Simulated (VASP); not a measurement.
Write the native input for VASP 6.6.1 that does the following.

```yaml
Task: single point
Functional: PBE
Potentials_or_basis: VASP PAW PBE potentials, release 64 (Ca_sv, Se)
Cutoff: 520 eV
k_mesh: 6 × 6 × 4
Occupations: gaussian, width 0.01 eV
Spin: no spin polarisation
Dipole_correction: no
Further_INCAR_settings: ALGO = Normal; EDIFF = 1e-07; NBANDS = 24
```

The structure of CaSe lies in POSCAR:

```
CaSe
1.0
    4.9259737397      0.0000000000      0.0000000000
   -2.4629868699      4.2660183970      0.0000000000
    0.0000000000      0.0000000000      5.7751401872
Ca Se
2 2
Direct
    0.3333333333      0.6666666667     -0.0624867206
    0.6666666667      0.3333333333      0.4375132794
    0.3333333333      0.6666666667      0.4374867206
    0.6666666667      0.3333333333      0.9374867206
```

This cell differs from its parent crystal: volume changed by -6%.

These files were run (other wordings do the same):

INCAR

```
SYSTEM = CaSe
  ALGO = Normal
  EDIFF = 1E-7
  ENCUT = 520
  GGA = PE
  ISIF = 2
  ISMEAR = 0
  LASPH = .TRUE.
  LCHARG = .FALSE.
  LREAL = .FALSE.
  LWAVE = .FALSE.
  NBANDS = 24
  NELM = 100
  PREC = Accurate
  SIGMA = 0.01
```

KPOINTS

```
k-points
0
G
  6 6 4
  0 0 0
```

Potentials or basis: VASP PAW PBE potentials, release 64 (Ca_sv, Se).

Launch:

```sh
$ cat potpaw_PBE.64/Ca_sv/POTCAR potpaw_PBE.64/Se/POTCAR > POTCAR
$ mpirun -np 1 vasp_std > vasp.out
```

It gave:

| Quantity | Value |
| --- | --- |
| Pressure | 2.8 GPa |
| Band gap on the k mesh | 2.34 eV, indirect (least direct gap 2.65 eV) |

Wall time 42 s on 1 thread of AMD EPYC 9R45 96-Core Processor (Zen 5) (shared host), peak memory 0.25 GiB.
